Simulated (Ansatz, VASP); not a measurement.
**Ti3C2: VASP beside Ansatz**

```
CELL_PARAMETERS angstrom
3.21725 0.00000 0.00000
-1.60862 2.78622 0.00000
0.00000 0.00000 15.87444
ATOMIC_POSITIONS crystal
Ti 0.33333 0.66667 0.84420
Ti 0.66667 0.33333 0.34420
Ti 0.66667 0.33333 0.15580
Ti 0.33333 0.66667 0.65580
Ti 0.00000 0.00000 0.00000
Ti 0.00000 0.00000 0.50000
C 0.66667 0.33333 0.91416
C 0.33333 0.66667 0.41416
C 0.66667 0.33333 0.58584
C 0.33333 0.66667 0.08584
```

Change from the starting cell: strain +0.050 along x and y, +0.050 along z, atoms carried along.

Alike in both runs: task single point; functional r2SCAN; k mesh 12 × 12 × 4; occupations gaussian, width 0.15 eV; no spin polarisation.

|  | VASP | Ansatz |
| --- | --- | --- |
| version | VASP 6.6.1 | Ansatz 0.2.0 |
| potentials or method | VASP PAW PBE potentials, release 64 (Ti_sv, C), cutoff 520 eV | scalar-relativistic, plane waves, PAW |
| valence electrons in the cell | 88 | 88 |

Ansatz gave:

| Quantity | Value |
| --- | --- |
| gap on the k mesh at the Fermi level (eV) | none |
| pressure (GPa) | -22.5 |
| traceless stress, the component that is largest in VASP (GPa) | 1.08 |
| rms of the force components (eV/Å) | 0.598 |

Task: Which values does VASP return?

Result: gap on the k mesh at the Fermi level (eV): none; pressure (GPa): -22.0; traceless stress, the component that is largest in VASP (GPa): 1.05; rms of the force components (eV/Å): 0.567.

VASP's potentials were made for PBE, not for r2SCAN. Atom by atom the forces differ by 0.031 eV/Å (rms over components). A gap of «none» marks a metal or a gap that the smearing closes.
